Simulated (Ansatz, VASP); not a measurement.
**LiNbO3: VASP beside Ansatz**

```xyz
10
Lattice="2.7391 1.5814 4.1801 -2.7391 1.5814 4.1801 0.0000 -3.1629 4.1801" Properties=species:S:1:pos:R:3 pbc="T T T"
Li    0.0000    0.0000    3.1351
Li    0.0000    0.0000    9.4052
Nb    0.0000    0.0000    0.0000
Nb    0.0000    0.0000    6.2701
O    -0.7604   -1.5814    5.2251
O     1.7498    0.1322    5.2251
O    -0.9893    1.4493    5.2251
O     0.7604    1.5814    7.3151
O    -1.7498   -0.1322    7.3151
O     0.9893   -1.4493    7.3151
```

Alike in both runs: task single point; functional PBE; k mesh 6 × 6 × 6; occupations gaussian, width 0.05 eV; no spin polarisation.

|  | VASP | Ansatz |
| --- | --- | --- |
| version | VASP 6.6.1 | Ansatz 0.2.0 |
| potentials or method | VASP PAW PBE potentials, release 64 (Li_sv, Nb_sv, O), cutoff 520 eV | scalar-relativistic, plane waves, PAW |
| valence electrons in the cell | 68 | 68 |

```tsv
	VASP	Ansatz	Ansatz less VASP
gap on the k mesh at the Fermi level (eV)	1.66	1.67	+0.014
least direct gap on the mesh (eV)	1.66	1.67	+0.014
rms of the force components (eV/Å)	0.511	0.503	-0.0078
```

Atom by atom the forces differ by 0.008 eV/Å (rms over components).

Noted on VASP's run: the cutoff is under 1.25 times that of the potentials, so the pressure is a little rough.
